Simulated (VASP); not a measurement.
# Al9H in VASP: a series of runs, part 2 of 2

VASP 6.6.1. The steps go on from the part before.

### Step 3. Single point, PBE

Input file INCAR:

```
  ALGO = Normal
  DIPOL = 0.5 0.5 0.297
  EDIFF = 1E-7
  ENCUT = 520
  GGA = PE
  IDIPOL = 3
  ISIF = 2
  ISMEAR = 0
  LASPH = T
  LCHARG = T
  LDIPOL = T
  LELF = T
  LREAL = Auto
  LVACPOTAV = T
  LVHAR = T
  LWAVE = F
  NBANDS = 44
  NELM = 80
  PREC = Accurate
  SIGMA = 0.1
```

Input file KPOINTS:

```
k-points
0
Gamma
  5 3 1
```

Input file POSCAR:

```
Al9H
1.0
    5.7070863106      0.0000000000      0.0000000000
   -1.4267715776      9.7014842380      0.0000000000
    0.0000000000      0.0000000000     22.7903703519
Al H
18 2
Direct
    0.2662216041      0.0648864163      0.1755127248
    0.7662216041      0.0648864163      0.1755127248
    0.3354806058      0.3419224231      0.2192029854
    0.8354806058      0.3419224231      0.2192029854
    0.1493324061      0.5973296244      0.2279410375
    0.6493324061      0.5973296244      0.2279410375
    0.4631842064      0.8527368258      0.2366790896
    0.9631842065      0.8527368258      0.2366790896
    0.0319772093      0.1277109169      0.2808262502
    0.5319772093      0.1277109169      0.2808262502
    0.0997917601      0.4042231294      0.3301071124
    0.5997917601      0.4042231294      0.3301071124
    0.4144000537      0.6596656514      0.3369822081
    0.9144000537      0.6596656514      0.3369822081
    0.2263076916      0.9110819252      0.3449259130
    0.7263076916      0.9110819252      0.3449259130
    0.2962427243      0.1814072004      0.3857054631
    0.7962427243      0.1814072004      0.3857054631
    0.6062643800      0.3914885899      0.4335326807
    0.6062643800      0.4577756274      0.4335326807
```

Potentials or basis: VASP PAW PBE potentials, release 64 (Al, H).

The run is started by

```bash
$ cat potpaw_PBE.64/Al/POTCAR potpaw_PBE.64/H/POTCAR > POTCAR
$ mpirun -np 1 vasp_std > vasp.out
```

OUTCAR:

```text
EDIFF = 1E-7
   ENCUT = 520
   GGA = PE
   ISIF = 2
   ISMEAR = 0
   LASPH = T
   LREAL = Auto
   NELM = 80
   PREC = Accurate

 ion  position               nearest neighbor table
   1  0.266  0.065  0.176-   2 2.85   2 2.85   9 2.86  10 2.86   7 2.87   8 2.87   3 2.87
   2  0.766  0.065  0.176-   1 2.85   1 2.85  10 2.86   9 2.86   8 2.87   7 2.87   4 2.87
   3  0.335  0.342  0.219-   4 2.85   4 2.85   6 2.87   5 2.87   1 2.87   9 2.89  10 2.89  12 2.96
                            11 2.97
   4  0.835  0.342  0.219-   3 2.85   3 2.85   5 2.87   6 2.87   2 2.87  10 2.89   9 2.89  11 2.96
                            12 2.97
   5  0.149  0.597  0.228-   6 2.85   6 2.85   4 2.87   3 2.87   8 2.87   7 2.87  13 2.93  14 2.93
                            11 2.99
   6  0.649  0.597  0.228-   5 2.85   5 2.85   3 2.87   4 2.87   7 2.87   8 2.87  14 2.93  13 2.93
[... 599 lines left out ...]
  energy-cutoff  :      520.00
  volume of cell :     1261.84
      direct lattice vectors                 reciprocal lattice vectors
     5.707086311  0.000000000  0.000000000     0.175220760  0.025769253  0.000000000
    -1.426771578  9.701484238  0.000000000     0.000000000  0.103077011  0.000000000
     0.000000000  0.000000000 22.790370352     0.000000000  0.000000000  0.043878181

 POSITION                                       TOTAL-FORCE (eV/Angst)
 -----------------------------------------------------------------------------------
      1.42677      0.62949      4.00000        -0.034091      0.130464      0.022794
      4.28031      0.62949      4.00000         0.022360      0.144698      0.014179
      1.42677      3.31715      4.99572         0.015582      0.031750      0.036107
      4.28031      3.31715      4.99572        -0.003432      0.025616      0.026746
      0.00000      5.79498      5.19486         0.000157     -0.107172      0.041084
      2.85354      5.79498      5.19486        -0.005041     -0.092255      0.014187
[... 12 lines left out ...]
      2.90144      3.79802      9.88037         0.749382     -4.961238      0.426775
      2.80686      4.44110      9.88037        -0.743942      5.333303      0.354078
 -----------------------------------------------------------------------------------
    total drift:                               -0.007990     -0.032465     -0.007123

  FREE ENERGIE OF THE ION-ELECTRON SYSTEM (eV)
  ---------------------------------------------------
  free  energy   TOTEN  =       -67.4044137773 eV

  energy  without entropy=      -67.3556563638  energy(sigma->0) =      -67.38003507

 vacuum level on the upper side and lower side of the slab         2.908         3.021
```

OSZICAR:

```text
N       E                     dE             d eps       ncg     rms          rms(c)
DAV:   1     0.220600537730E+03    0.22060E+03   -0.15423E+04   704   0.854E+02
DAV:   2    -0.520832118151E+02   -0.27268E+03   -0.26360E+03   992   0.151E+02
DAV:   3    -0.702727814622E+02   -0.18190E+02   -0.17774E+02   836   0.395E+01
[... 20 lines left out ...]
DAV:  24    -0.674044111244E+02   -0.53649E-05   -0.16130E-07   684   0.104E-03    0.369E-04
DAV:  25    -0.674044128553E+02   -0.17309E-05   -0.43912E-08   596   0.759E-04    0.909E-05
DAV:  26    -0.674044134191E+02   -0.56382E-06   -0.17380E-08   540   0.395E-04    0.129E-04
DAV:  27    -0.674044136785E+02   -0.25938E-06   -0.38902E-09   536   0.298E-04    0.421E-05
DAV:  28    -0.674044137773E+02   -0.98830E-07   -0.16455E-09   532   0.189E-04
   1 F= -.67404414E+02 E0= -.67380035E+02  d E =-.487574E-01
```

stdout:

```text
POSCAR found type information on POSCAR AlH
 POSCAR found :  2 types and      20 ions
 scaLAPACK will be used
 LDA part: xc-table for (Slater+PW92), standard interpolation
 POSCAR, INCAR and KPOINTS ok, starting setup
 FFT: planning ... GRIDC
 FFT: planning ... GRID_SOFT
 FFT: planning ... GRID
 WAVECAR not read
 entering main loop
 -----------------------------------------------------------------------------
|                                                                             |
|           W    W    AA    RRRRR   N    N  II  N    N   GGGG   !!!           |
|           W    W   A  A   R    R  NN   N  II  NN   N  G    G  !!!           |
|           W    W  A    A  R    R  N N  N  II  N N  N  G       !!!           |
|           W WW W  AAAAAA  RRRRR   N  N N  II  N  N N  G  GGG   !            |
|           WW  WW  A    A  R   R   N   NN  II  N   NN  G    G                |
|           W    W  A    A  R    R  N    N  II  N    N   GGGG   !!!           |
|                                                                             |
|     Did not find any points to average over, which means that no vacuum     |
|     field-free region was found. Please increase the size of  your cell     |
|     in the dimension of the dipole correction to obtain accurate            |
|     workfunction values.                                                    |
|                                                                             |
 -----------------------------------------------------------------------------
```

Run time: 31 min. Hardware: 1 thread of Intel Xeon 8259CL, shared host; peak memory 1.2 GiB.

Results:

| Property | Result |
| --- | --- |
| Free energy | -67.4044 eV |
| Largest force | 5.397 eV/Å |
| Band gap on the k mesh | zero (bands 28 and 29 overlap by 0.71 eV) |

Forces in eV/Å, atoms in the order of the input:
```
Al  -0.034  0.130  0.023
Al   0.022  0.145  0.014
Al   0.016  0.032  0.036
Al  -0.003  0.026  0.027
Al   0.000 -0.107  0.041
Al  -0.005 -0.092  0.014
Al  -0.001 -0.091 -0.138
Al   0.005 -0.081 -0.119
Al  -0.003  0.018  0.009
Al  -0.003  0.026 -0.020
Al   0.015 -0.021 -0.001
Al  -0.007 -0.041 -0.351
Al  -0.021 -0.035 -0.049
Al   0.007 -0.030 -0.054
Al   0.005  0.024 -0.013
Al  -0.005  0.038 -0.003
Al  -0.038 -0.150 -0.096
Al   0.047 -0.164 -0.101
H    0.749 -4.961  0.427
H   -0.744  5.333  0.354
```

### Step 4. Single point, PBE

Input file INCAR:

```
PREC = Accurate ; ENCUT = 520
EDIFF = 1E-6 ; ISMEAR = 0
SIGMA = 0.1 ; LREAL = Auto
LASPH = T ; NELM = 80
ALGO = Normal ; ISIF = 2
LWAVE = F ; LCHARG = F
LDIPOL = T ; IDIPOL = 3
DIPOL = 0.5 0.5 0.300 ; GGA = PE
NBANDS = 44
```

Input file KPOINTS:

```
Automatic mesh
0
Gamma
  5 3 1
```

POSCAR, as its differences from that of step 3:

```diff
@@ -26,3 +26,3 @@
     0.7962427243      0.1814072004      0.3857054631
-    0.6062643800      0.3914885899      0.4335326807
-    0.6062643800      0.4577756274      0.4335326807
+    0.6062643800      0.3914885899      0.4616147166
+    0.6062643800      0.4577756274      0.4616147166
```

The run is started by

```bash
$ cat potpaw_PBE.64/Al/POTCAR potpaw_PBE.64/H/POTCAR > POTCAR
$ mpirun -np 1 vasp_std > vasp.out
```

Run time: 37 min. Hardware: 1 thread of Intel Xeon 8259CL, shared host; peak memory 1.2 GiB.

The run converged. Its results:

```yaml
Free_energy: -67.7167 eV
Largest_force: 5.055 eV/Å
Band_gap_on_the_k_mesh: zero (bands 28 and 29 overlap by 0.73 eV)
```

Forces in eV/Å, atoms in the order of the input:
```
Al  -0.010  0.141  0.025
Al  -0.002  0.146  0.025
Al   0.020  0.037  0.063
Al  -0.008  0.036  0.058
Al   0.001 -0.085  0.036
Al  -0.005 -0.088  0.023
Al   0.001 -0.094 -0.128
Al   0.004 -0.090 -0.119
Al  -0.001  0.011  0.002
Al  -0.001  0.009 -0.019
Al   0.008 -0.015  0.003
Al   0.000 -0.026 -0.106
Al  -0.005 -0.023 -0.010
Al  -0.005 -0.020 -0.013
Al   0.001  0.007 -0.005
Al  -0.004  0.013 -0.002
Al  -0.005 -0.050 -0.044
Al   0.012 -0.057 -0.045
H    0.721 -4.853  0.123
H   -0.720  5.001  0.133
```

Levels at points of the mesh, in eV from the Fermi level:
```
           k point  band 24  band 25  band 26  band 27  band 28  band 29  band 30  band 31  band 32  band 33
(0.00, 0.00, 0.00)    -1.50    -1.11    -1.08    -0.94    -0.62    -0.58    -0.27     0.11     0.95     1.25
```

### Step 5. Summary

| cell | gap on the mesh (eV) | largest force (eV/Å) |
| --- | --- | --- |
| as given, atomic positions A | none | 6.34 |
| as given, atomic positions B | none | 5.40 |
| as given, atomic positions C | none | 5.05 |

Alike in all rows: task single point; level PBE; potentials or basis VASP PAW PBE potentials, release 64 (Al, H); no spin polarisation; k mesh 5 × 3 × 1; cutoff (eV) 520; smearing gaussian 0.1 eV.

Total energies depend on the potentials used, so only differences within one code and one set of settings carry meaning.
